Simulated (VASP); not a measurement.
Input of a VASP 6.6.1 run:

File INCAR:

```
SYSTEM = B
  PREC = Accurate
  ENCUT = 600
  EDIFF = 1E-6
  ISMEAR = -1
  SIGMA = 0.08
  LREAL = .False.
  LASPH = .True.
  NELM = 60
  ALGO = Normal
  ISIF = 3
  LWAVE = .False.
  LCHARG = .False.
  GGA = PE
  IBRION = 2
  NSW = 60
  EDIFFG = -0.005
  PSTRESS = 59.0
```

Contents of KPOINTS:

```
regular mesh
0
Gamma
  20 20 20
  0 0 0
```

File POSCAR:

```
B
1.0
    1.8376133923      0.0000000000      0.0000000000
    0.0000000000      1.8376133923      0.0000000000
    0.0000000000      0.0000000000      1.8376133923
B
1
Direct
    0.0000000000      0.0000000000      0.0000000000
```

Potentials or basis: VASP PAW PBE potentials, release 64 (B).

Run with:

```console
$ cat potpaw_PBE.64/B/POTCAR > POTCAR
$ mpirun -np 1 vasp_std > vasp.out
```

Question: Estimate the relaxed volume.

Answer: 6.55 Å³/atom.

Question: Predict the space group after relaxing (to 0.05 Å).

Answer: Pm-3m (No. 221).

Question: Estimate the relaxed cell.

Answer: a = 1.871 Å, b = 1.871 Å, c = 1.871 Å, α = 90.00°, β = 90.00°, γ = 90.00°.

Step by step:
| step | energy change (eV) | largest force (eV/Å) | pressure (GPa) | volume (Å³) |
| --- | --- | --- | --- | --- |
| 1 | 0.0000 | 0.0000 | 20.89 | 6.21 |
| 2 | -0.0306 | 0.0000 | -1.23 | 6.74 |
| 3 | -0.0278 | 0.0000 | 5.91 | 6.55 |

Caveat: the cell is relaxed towards a set pressure, so the enthalpy falls and the energy may rise.
